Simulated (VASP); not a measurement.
A run of VASP 6.6.1:

The input INCAR:

```
ALGO = Normal ; EDIFF = 1E-7
ENCUT = 520 ; GGA = PE
ISIF = 2 ; ISMEAR = 0
LASPH = T ; LCHARG = F
LREAL = F ; LWAVE = F
NBANDS = 28 ; NELM = 60
PREC = Accurate ; SIGMA = 0.1
```

KPOINTS

```
k-points
0
Gamma
  12 12 6
```

The input POSCAR:

```
Nb2B3C
1.0
    3.1707212422      0.0000000000      0.0000000000
    0.0000000000      3.1707212422      0.0000000000
    0.0000000000      0.0000000000      6.0728078422
Nb B C
2 3 1
Direct
    0.5000000000      0.0000000000      0.7027686182
    0.0000000000      0.5000000000      0.2972313818
    0.5000000000      0.0000000000      0.3202159261
    0.0000000000      0.5000000000      0.6797840739
    0.0000000000      0.0000000000      0.0000000000
    0.5000000000      0.5000000000      0.0000000000
```

Potentials or basis: VASP PAW PBE potentials, release 64 (Nb_sv, B, C).

The run is started by

```sh
$ cat potpaw_PBE.64/Nb_sv/POTCAR potpaw_PBE.64/B/POTCAR potpaw_PBE.64/C/POTCAR > POTCAR
$ mpirun -np 1 vasp_std > vasp.out
```

Hardware: 1 thread of AMD EPYC 9R45 96-Core Processor (Zen 5), with other jobs on the host.

**Question.** Estimate the wall time of this run.

**Answer.** Run time: 72 s on 1 thread of AMD EPYC 9R45 96-Core Processor (Zen 5) (shared host), peak memory 0.27 GiB. Counts: scf iterations 14, k points 112.
